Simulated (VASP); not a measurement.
# FeO (Fm-3m) in VASP: further runs, part 2 of 2

VASP 6.6.1.

### 4 Single point, PBE, collinear spin, ferromagnetic start

This run uses another cell than the first one, of 10.01 Å³/atom.

Contents of INCAR:

```
ALGO = Normal ; EDIFF = 1E-6
ENCUT = 1340 ; GGA = PE
GGA_COMPAT = False ; ISIF = 2
ISMEAR = -1 ; ISPIN = 2
LASPH = True ; LCHARG = True
LELF = True ; LMAXMIX = 4
LORBIT = 11 ; LREAL = False
LVHAR = True ; LWAVE = False
MAGMOM = 4.5 0 ; NBANDS = 22
NELM = 200 ; PREC = Accurate
SIGMA = 0.05
```

Contents of KPOINTS:

```
k-points
0
Gamma
  11 11 11
```

Contents of POSCAR:

```
FeO
1.0
    0.0000000000      2.1554000000      2.1554000000
    2.1554000000      0.0000000000      2.1554000000
    2.1554000000      2.1554000000      0.0000000000
Fe O
1 1
Direct
    0.0000000000      0.0000000000      0.0000000000
    0.5000000000      0.5000000000      0.5000000000
```

Potentials or basis: VASP PAW PBE potentials, release 64 (Fe_sv, O_h).

Launch:

```
cat potpaw_PBE.64/Fe_sv/POTCAR potpaw_PBE.64/O_h/POTCAR > POTCAR
mpirun -np 1 vasp_std > vasp.out
```

OUTCAR:

```text
EDIFF = 1E-6
   ENCUT = 1340
   GGA = PE
   ISIF = 2
   ISMEAR = -1
   ISPIN = 2
   LASPH = True
   LORBIT = 11
   LREAL = False
   NELM = 200
   PREC = Accurate

 ion  position               nearest neighbor table
   1  0.000  0.000  0.000-
   2  0.500  0.500  0.500-

  LATTYP: Found a face centered cubic cell.
 ALAT       =     4.3108000000

  Lattice vectors:

 A1 = (   0.0000000000,   2.1554000000,   2.1554000000)
 A2 = (   2.1554000000,   0.0000000000,   2.1554000000)
 A3 = (   2.1554000000,   2.1554000000,   0.0000000000)
[... 1411 lines left out ...]
  external PRESSURE =     -10.1520621 kB  Pullay stress =       0.0000000 kB

 VOLUME and BASIS-vectors are now :
 -----------------------------------------------------------------------------
  energy-cutoff  :     1340.00
  volume of cell :       20.03
      direct lattice vectors                 reciprocal lattice vectors
     0.000000000  2.155400000  2.155400000    -0.231975503  0.231975503  0.231975503
     2.155400000  0.000000000  2.155400000     0.231975503 -0.231975503  0.231975503
     2.155400000  2.155400000  0.000000000     0.231975503  0.231975503 -0.231975503

 POSITION                                       TOTAL-FORCE (eV/Angst)
 -----------------------------------------------------------------------------------
      0.00000      0.00000      0.00000         0.000000     -0.000000      0.000000
      2.15540      2.15540      2.15540        -0.000000      0.000000     -0.000000
 -----------------------------------------------------------------------------------
    total drift:                                0.000000      0.000000      0.000000

  FREE ENERGIE OF THE ION-ELECTRON SYSTEM (eV)
  ---------------------------------------------------
  free  energy   TOTEN  =       -15.0481367774 eV

  energy  without entropy=      -15.0364821521  energy(sigma->0) =      -15.04230946

 total charge

# of ion       s       p       d       tot
------------------------------------------
    1        2.103   5.999   5.515  13.617
    2        1.039   2.308   0.000   3.347
--------------------------------------------------
tot          3.142   8.306   5.515  16.963

 magnetization (x)

# of ion       s       p       d       tot
------------------------------------------
    1        0.015   0.010   3.452   3.478
    2        0.029   0.204   0.000   0.232
--------------------------------------------------
tot          0.044   0.214   3.452   3.710
```

stdout:

```text
POSCAR found type information on POSCAR FeO
 POSCAR found :  2 types and       2 ions
 scaLAPACK will be used
 LDA part: xc-table for (Slater+PW92), standard interpolation
 POSCAR, INCAR and KPOINTS ok, starting setup
 FFT: planning ... GRIDC
 FFT: planning ... GRID_SOFT
 FFT: planning ... GRID
 WAVECAR not read
 entering main loop
```

Run time: 3.6 min. Hardware: 1 thread of AMD EPYC 7R43 (Zen 3), shared host; peak memory 0.3 GiB.

What came out:

* Free energy: -15.0481 eV
* Pressure: -1.0 GPa
* Band gap on the k mesh: zero (filled and empty bands overlap)
* Net moment: 4.00 μB per cell
* Site moments: Fe +3.48; O +0.23 μB
* Valence electrons inside the program's atomic spheres: Fe 13.62; O 3.35

Levels at points of the mesh, in eV from the Fermi level:
Spin up:
| k point | band 11 | band 12 | band 13 | band 14 | band 15 | band 16 |
| --- | --- | --- | --- | --- | --- | --- |
| (0.00, 0.00, 0.00) | -3.87 | -3.68 | -3.68 | 0.01 | 15.24 | 16.95 |
Spin down:
```tsv
k point	band 6	band 7	band 8	band 9	band 10	band 11	band 12	band 13
(0.00, 0.00, 0.00)	-3.33	-3.33	-3.33	-0.74	-0.74	-0.74	0.22	0.22
```

Caveat: a cell with one magnetic atom can't hold antiferromagnetic order, which such compounds often take; semilocal functionals often make such compounds metallic where correlation or magnetic order opens a gap, which also shifts bond lengths.

### 5 Single point, PBE, collinear spin, ferromagnetic start

This run uses another cell than the first one, of 10.01 Å³/atom.

Contents of INCAR:

```
SYSTEM = FeO
ALGO = Normal
EDIFF = 1E-6
ENCUT = 1340
GGA = PE
GGA_COMPAT = .False.
ISIF = 2
ISMEAR = -1
ISPIN = 2
LASPH = .True.
LCHARG = .False.
LMAXMIX = 4
LORBIT = 11
LREAL = .False.
LWAVE = .False.
MAGMOM = -2.68 0
NBANDS = 22
NELM = 200
PREC = Accurate
SIGMA = 0.05
```

Contents of KPOINTS:

```
k-points
0
Gamma
  11 11 11
  0 0 0
```

POSCAR is that of step 4.

Launch:

```
cat potpaw_PBE.64/Fe_sv/POTCAR potpaw_PBE.64/O_h/POTCAR > POTCAR
mpirun -np 1 vasp_std > vasp.out
```

Run time: 2.5 min. Hardware: 1 thread of AMD EPYC 7R13 (Zen 3), shared host; peak memory 0.3 GiB.

The run converged. Its results:

| Property | Result |
| --- | --- |
| Free energy | -15.0481 eV |
| Pressure | -0.9 GPa |
| Band gap on the k mesh | zero (filled and empty bands overlap) |
| Net moment | -4.00 μB per cell |
| Site moments | Fe -3.48; O -0.23 μB |
| Valence electrons inside the program's atomic spheres | Fe 13.62; O 3.35 |

Levels at points of the mesh, in eV from the Fermi level:
Spin up:
```tsv
k point	band 7	band 8	band 9	band 10	band 11	band 12
(0.00, 0.00, 0.00)	-3.33	-3.33	-0.74	-0.74	-0.74	0.22
```
Spin down:
| k point | band 9 | band 10 | band 11 | band 12 | band 13 | band 14 | band 15 | band 16 | band 17 | band 18 |
| --- | --- | --- | --- | --- | --- | --- | --- | --- | --- | --- |
| (0.00, 0.00, 0.00) | -3.87 | -3.87 | -3.87 | -3.68 | -3.68 | 0.01 | 15.24 | 16.95 | 16.95 | 16.95 |

Caveat: a cell with one magnetic atom can't hold antiferromagnetic order, which such compounds often take; semilocal functionals often make such compounds metallic where correlation or magnetic order opens a gap, which also shifts bond lengths.

### 6 Single point, PBEsol, collinear spin, ferromagnetic start

This run uses another cell than the first one, of 10.01 Å³/atom.

Contents of INCAR:

```
PREC     = Accurate       # precision mode
ENCUT    = 700            # plane-wave cutoff, eV
EDIFF    = 1E-6           # SCF threshold, eV
ISMEAR   = 0              # smearing method
SIGMA    = 0.05           # smearing width, eV
LREAL    = F              # projectors in reciprocal space
LASPH    = T              # aspherical terms in the spheres
NELM     = 200            # most SCF steps
ALGO     = Normal         # electronic algorithm
ISIF     = 2              # what is computed and relaxed
LWAVE    = F              # write WAVECAR
LCHARG   = F              # write CHGCAR
ISPIN    = 2              # spin polarisation
MAGMOM   = 3 0            # initial moments
LORBIT   = 11             # projections on sites
LMAXMIX  = 4              # l up to which the mixer works
GGA      = PS             # functional
NBANDS   = 22             # bands
GGA_COMPAT= F
```

Contents of KPOINTS:

```
Automatic mesh
0
Gamma
  11 11 11
```

POSCAR is that of step 5.

Potentials or basis: VASP PAW PBE potentials, release 64 (Fe_sv, O).

Launch:

```
cat potpaw_PBE.64/Fe_sv/POTCAR potpaw_PBE.64/O/POTCAR > POTCAR
mpirun -np 1 vasp_std > vasp.out
```

Wall time 2 min (1 thread of Intel Xeon Platinum 8259CL at 2.50GHz (Skylake/Cascade Lake), shared host); peak memory 0.2 GiB.

Results (log left out):

```
Free energy                                           : -15.9457 eV
Pressure                                              : -9.6 GPa
Band gap on the k mesh                                : zero (filled and empty bands overlap)
Net moment                                            : 4.00 μB per cell
Site moments                                          : Fe +3.47; O +0.30 μB
Valence electrons inside the program's atomic spheres : Fe 13.61; O 4.96
```

Levels at points of the mesh, in eV from the Fermi level:
Spin up:
| k point | band 10 | band 11 | band 12 | band 13 | band 14 | band 15 | band 16 | band 17 |
| --- | --- | --- | --- | --- | --- | --- | --- | --- |
| (0.00, 0.00, 0.00) | -3.89 | -3.89 | -3.67 | -3.67 | -0.08 | 15.02 | 16.78 | 16.78 |
Spin down:
```
           k point  band 5  band 6  band 7  band 8  band 9  band 10  band 11  band 12  band 13  band 14
(0.00, 0.00, 0.00)  -20.20   -3.33   -3.33   -3.33   -0.75    -0.75    -0.75     0.13     0.13     0.73
```

Caveat: the cell stands under tension; the PAW data sets were made with another functional, which shifts forces and pressure a little; a cell with one magnetic atom can't hold antiferromagnetic order, which such compounds often take; semilocal functionals often make such compounds metallic where correlation or magnetic order opens a gap, which also shifts bond lengths. With open d or f shells a metallic result of PBEsol can be an artefact of self-interaction; +U or a hybrid may open a gap.

### 7 Overview

```csv
level,potentials or basis,cell,cutoff (eV),smearing,gap on the mesh (eV),pressure (GPa),moment (μB)
revPBE,"VASP PAW PBE potentials, release 64 (Fe_sv, O)","a = 3.028 Å, angles 60.0°, 2 atoms",700,fermi-dirac 0.05 eV,none,6.7,4.00
revPBE,"VASP PAW PBE potentials, release 64 (Fe_sv, O)","a = 3.068 Å, angles 60.0°, 2 atoms",700,fermi-dirac 0.05 eV,none,-0.8,4.00
PBE,"VASP PAW PBE potentials, release 64 (Fe_sv, O_h)","a = 3.048 Å, angles 60.0°, 2 atoms",1340,fermi-dirac 0.05 eV,none,-0.9,4.00
PBEsol,"VASP PAW PBE potentials, release 64 (Fe_sv, O)","a = 3.048 Å, angles 60.0°, 2 atoms",700,gaussian 0.05 eV,none,-9.6,4.00
```

Alike in all rows: task single point; spin collinear, ferromagnetic start; k mesh 11 × 11 × 11.

Caveats: a cell with one magnetic atom can't hold antiferromagnetic order, which such compounds often take; semilocal functionals often make such compounds metallic where correlation or magnetic order opens a gap, which also shifts bond lengths; the PAW data sets were made with another functional, which shifts forces and pressure a little (at least some runs); the cell stands under pressure (at least some runs); the cell stands under tension (at least some runs).

Absolute energies hang on the potentials; compare differences alone.

### 8 Comparison with measurements

Step 3. A measured gap of FeO is 2.4 eV (optical; quoted in “W\"ustite: Electric, thermodynamic and optical properties of FeO”, 2012, arxiv:1203.1201); the calculated 0.00 eV misses it by -2.40 eV. So large a miss can be the level of theory's own, or it may mean another phase, state or a wrong row. The value is that of revPBE on a finite k mesh, which can miss the band edges, without temperature or zero-point motion. Semilocal functionals fall short of measured gaps as a rule. The run's magnetic order (collinear spin, ferromagnetic start) needn't be the measured crystal's.

Step 5. Measured gap of FeO: 2.4 eV (optical; quoted in “W\"ustite: Electric, thermodynamic and optical properties of FeO”, 2012, arxiv:1203.1201). This calculation gives 0.00 eV (-2.40 eV). So large a miss can be the level of theory's own, or it may mean another phase, state or a wrong row. The value is that of PBE on a finite k mesh, which can miss the band edges, without temperature or zero-point motion. Semilocal functionals fall short of measured gaps as a rule. The run's magnetic order (collinear spin, ferromagnetic start) needn't be the measured crystal's.
